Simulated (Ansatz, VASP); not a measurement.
**Two plane-wave programs on BaSi2C2**

Contents of INCAR:

```
PREC     = Accurate       # precision mode
ENCUT    = 520            # plane-wave cutoff, eV
EDIFF    = 1E-7           # SCF threshold, eV
ISMEAR   = 0              # smearing method
SIGMA    = 0.1            # smearing width, eV
LREAL    = F              # projectors in reciprocal space
LASPH    = T              # aspherical terms in the spheres
NELM     = 150            # most SCF steps
ALGO     = Normal         # electronic algorithm
ISIF     = 2              # what is computed and relaxed
LWAVE    = F              # write WAVECAR
LCHARG   = F              # write CHGCAR
ISPIN    = 2              # spin polarisation
MAGMOM   = 0 0 0 1 1      # initial moments
LORBIT   = 11             # projections on sites
GGA      = PE             # functional
NBANDS   = 25             # bands
```

Contents of KPOINTS:

```
regular mesh
0
Gamma
  4 4 6
```

POSCAR

```
BaSi2C2
1.0
    3.1392987100     -3.5244028000      0.0000000000
    3.1392987100      3.5244028000      0.0000000000
    0.0000000000      0.0000000000      3.4754883600
Ba Si C
1 2 2
Direct
    0.5000000000      0.5000000000      0.0000000000
    0.1343689400      0.8656310600      0.5000000000
    0.8656310600      0.1343689400      0.5000000000
    0.0000000000      0.5000000000      0.5000000000
    0.5000000000      0.0000000000      0.5000000000
```

Input for Ansatz:

```yaml
crystal:
  lattice:
    - [3.13929871, -3.5244028, 0.0]
    - [3.13929871, 3.5244028, 0.0]
    - [0.0, 0.0, 3.47548836]
  atoms:
    - { symbol: Ba, position: [0.5, 0.5, 0.0] }
    - { symbol: Si, position: [0.13436894, 0.86563106, 0.5] }
    - { symbol: Si, position: [0.86563106, 0.13436894, 0.5] }
    - { symbol: C, position: [0.0, 0.5, 0.5], spin: 1.0 }
    - { symbol: C, position: [0.5, 0.0, 0.5], spin: 1.0 }
basis:
  ecutwfc: 420
kpoints:
  mp_grid: { grid: [4, 4, 6] }
hamiltonian:
  xc: pbe
scf:
  occupations: { method: gaussian, width: 0.1 }
  lower_state_search: "off"
output:
  forces: true
  stress: true
  eigenvalues: true
  populations: true
magnetization:
  spin_polarized: true
```

Alike in both runs: task single point; functional PBE; k mesh 4 × 4 × 6; occupations gaussian, width 0.1 eV; collinear spin.

```csv
,VASP,Ansatz
version,VASP 6.6.1,Ansatz 0.2.0
potentials or method,"VASP PAW PBE potentials, release 64 (Ba_sv, Si, C), cutoff 520 eV","scalar-relativistic, plane waves, PAW"
valence electrons in the cell,26,26
```

VASP gave:

- gap on the k mesh at the Fermi level (eV): none
- pressure (GPa): 25.2
- traceless stress, the component that is largest in VASP (GPa): 33.89
- rms of the force components (eV/Å): 3.096
- net moment per atom (μB): 0.00

Problem. Estimate Ansatz's values.

Solution. gap on the k mesh at the Fermi level (eV): none; pressure (GPa): 24.1; traceless stress, the component that is largest in VASP (GPa): 33.86; rms of the force components (eV/Å): 3.139; net moment per atom (μB): 0.00.

Atom by atom the forces differ by 0.043 eV/Å (rms over components). A gap of «none» marks a metal or a gap that the smearing closes. Ansatz's warnings: seeded moment not kept.

Neither program's run includes spin-orbit coupling.
